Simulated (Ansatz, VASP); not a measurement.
## Two plane-wave programs on ZnSe5

```
CELL_PARAMETERS angstrom
0.00000 4.06118 4.06118
4.06118 0.00000 4.06118
4.06118 4.06118 0.00000
ATOMIC_POSITIONS crystal
Zn 0.00000 0.00000 0.00000
Se 0.37493 0.37493 0.87522
Se 0.37493 0.87522 0.37493
Se 0.87522 0.37493 0.37493
Se 0.37493 0.37493 0.37493
Se 0.75000 0.75000 0.75000
```

Change from the starting cell: species swapped into the ErCu5 type (F-43m, No. 216).

Alike in both runs: functional PBE; k mesh 4 × 4 × 4; occupations gaussian, width 0.1 eV; no spin polarisation.

Ansatz relaxed the structure, and its values are those at the end. VASP's run is a single point on that final structure, the one shown.

```csv
,VASP,Ansatz
version,VASP 6.6.1,Ansatz 0.2.0
potentials or method,"VASP PAW PBE potentials, release 64 (Zn, Se), cutoff 520 eV","scalar-relativistic, plane waves, PAW"
valence electrons in the cell,42,92
```

|  | VASP | Ansatz | Ansatz less VASP |
| --- | --- | --- | --- |
| gap on the k mesh at the Fermi level (eV) | none | none | - |
| pressure (GPa) | -0.3 | -0.3 | -0.02 |
| rms of the force components (eV/Å) | 0.010 | 0.010 | -0.0001 |

A gap of «none» marks a metal or a gap that the smearing closes. With one functional, cell and mesh, what is left measures potentials, basis and numerics. VASP's potentials hold 42 valence electrons a cell and Ansatz's 92, so a difference there can come from the potentials and not from the codes.
